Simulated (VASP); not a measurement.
A run of VASP 6.6.1 is set up as follows.

File INCAR:

```
PREC = Accurate
ENCUT = 520
EDIFF = 1E-6
ISMEAR = 0
SIGMA = 0.05
LREAL = F
LASPH = T
NELM = 100
ALGO = Normal
ISIF = 2
LWAVE = F
LCHARG = F
GGA = PS
NBANDS = 66
```

The input KPOINTS:

```
Automatic mesh
0
Gamma
  9 9 2
```

File POSCAR:

```
ZnS
1.0
    3.8550092925      0.0000000000      0.0000000000
   -1.9275046462      3.3385359792      0.0000000000
    0.0000000000      0.0000000000     17.9084456684
Zn S
6 6
Direct
    0.0000000000      0.0000000000      0.0000277175
    0.0000000000      0.0000000000      0.5000277175
    0.3333333333      0.6666666667      0.1767974572
    0.6666666667      0.3333333333      0.6767974572
    0.6666666667      0.3333333333      0.3332753580
    0.3333333333      0.6666666667      0.8332753580
    0.0000000000      0.0000000000      0.1251125986
    0.0000000000      0.0000000000      0.6251125986
    0.3333333333      0.6666666667      0.2916367831
    0.6666666667      0.3333333333      0.7916367831
    0.6666666667      0.3333333333      0.4581259436
    0.3333333333      0.6666666667      0.9581259436
```

Potentials or basis: VASP PAW PBE potentials, release 64 (Zn, S).

Run with:

```bash
$ cat potpaw_PBE.64/Zn/POTCAR potpaw_PBE.64/S/POTCAR > POTCAR
$ mpirun -np 1 vasp_std > vasp.out
```

Estimate the band gap on the k mesh.

1.99 eV.

Estimate the pressure.

1.8 GPa.

What does it give for the largest force?

3.239 eV/Å.

Forces on the atoms (eV/Å):
```
Zn   0.000  0.000 -0.283
Zn   0.000  0.000 -0.283
Zn   0.000  0.000 -3.239
Zn   0.000  0.000 -3.239
Zn   0.000  0.000 -0.268
Zn   0.000  0.000 -0.268
S    0.000  0.000  0.898
S    0.000  0.000  0.898
S    0.000  0.000  2.542
S    0.000  0.000  2.542
S    0.000  0.000  0.350
S    0.000  0.000  0.350
```

Caveat: the stress differs along the axes, from -3 to 11 GPa; the PAW data sets were made with another functional, which shifts forces and pressure a little. A k mesh can miss the band edges.
